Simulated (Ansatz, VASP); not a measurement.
**SiC in VASP and in Ansatz**

File INCAR:

```
SYSTEM = SiC
ALGO = Normal ; EDIFF = 1E-6
EDIFFG = -0.01 ; ENCUT = 600
GGA = RP ; IBRION = 2
ISIF = 3 ; ISMEAR = -1
LASPH = .TRUE. ; LCHARG = .FALSE.
LREAL = .FALSE. ; LWAVE = .FALSE.
NELM = 80 ; NSW = 60
PREC = Accurate ; SIGMA = 0.05
```

KPOINTS

```
k-points
0
G
  10 10 3
  0 0 0
```

File POSCAR:

```
SiC
1.0
    3.0756941497      0.0000000000      0.0000000000
   -1.5378470748      2.6636292679      0.0000000000
    0.0000000000      0.0000000000     10.0706464800
Si C
4 4
Direct
    0.0000000000      0.0000000000      0.1878943800
    0.0000000000      0.0000000000      0.6878943800
    0.3333333333      0.6666666667      0.4378419800
    0.6666666667      0.3333333333      0.9378419800
    0.0000000000      0.0000000000      0.0004600500
    0.0000000000      0.0000000000      0.5004600500
    0.3333333333      0.6666666667      0.2498025900
    0.6666666667      0.3333333333      0.7498025900
```

Contents of input.yaml:

```yaml
crystal:
  lattice:
    - [3.0756941497, 0.0, 0.0]
    - [-1.5378470748, 2.6636292679, 0.0]
    - [0.0, 0.0, 10.07064648]
  atoms:
    - { symbol: Si, position: [0.0, 0.0, 0.18789438] }
    - { symbol: Si, position: [0.0, 0.0, 0.68789438] }
    - { symbol: Si, position: [0.3333333333, 0.6666666667, 0.43784198] }
    - { symbol: Si, position: [0.6666666667, 0.3333333333, 0.93784198] }
    - { symbol: C, position: [0.0, 0.0, 0.00046005] }
    - { symbol: C, position: [0.0, 0.0, 0.50046005] }
    - { symbol: C, position: [0.3333333333, 0.6666666667, 0.24980259] }
    - { symbol: C, position: [0.6666666667, 0.3333333333, 0.74980259] }
hamiltonian:
  xc: rpbe
  pseudopotentials: { kind: paw }
kpoints:
  mp_grid: { grid: [10, 10, 3] }
scf:
  occupations: { method: fermi_dirac, width: 0.05 }
output:
  forces: true
  stress: true
relax:
  f_tol: 0.01
  max_steps: 40
  cell: { stress_tol: 0.05 }
```

Alike in both runs: task relaxation of cell and atoms; functional RPBE; k mesh 10 × 10 × 3; occupations fermi-dirac, width 0.05 eV; no spin polarisation.

```csv
,VASP,Ansatz
version,VASP 6.6.1,Ansatz 0.2.0
potentials or method,"VASP PAW PBE potentials, release 64 (Si, C)",Ansatz PAW
plane-wave cutoff (eV),600,420
valence electrons in the cell,32,32
```

|  | VASP | Ansatz | Ansatz less VASP |
| --- | --- | --- | --- |
| relaxed volume (Å³/atom) | 10.62 | 10.66 | +0.036 |
| relaxed cell length with the largest relative difference (Å) | 3.106 | 3.110 | +0.0036 |

VASP's potentials were made for PBE, not for RPBE.

Noted on Ansatz's run: odd divisions of the mesh miss points on the zone boundary, where band edges often lie, so the gap on the mesh can be too wide; the plane-wave basis is chosen anew once the cell has moved, so the energies of steps on either side of that aren't comparable.
